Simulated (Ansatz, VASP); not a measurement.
Mo in VASP and in Ansatz

```xyz
1
Lattice="-1.5602 1.5602 1.5602 1.5602 -1.5602 1.5602 1.5602 1.5602 -1.5602" Properties=species:S:1:pos:R:3 pbc="T T T"
Mo    0.0000    0.0000    0.0000
```

Alike in both runs: task single point; functional r2SCAN; k mesh 15 × 15 × 15; occupations fermi-dirac, width 0.1 eV; no spin polarisation.

|  | VASP | Ansatz |
| --- | --- | --- |
| version | VASP 6.6.1 | Ansatz 0.2.0 |
| potentials or method | VASP PAW PBE potentials, release 64 (Mo_sv), cutoff 520 eV | plane waves, PAW |
| valence electrons in the cell | 14 | 14 |

|  | VASP | Ansatz | Ansatz less VASP |
| --- | --- | --- | --- |
| pressure (GPa) | 9.9 | 8.6 | -1.28 |

VASP's potentials were made for PBE, not for r2SCAN. Ansatz's warnings: stress scf threshold loose.
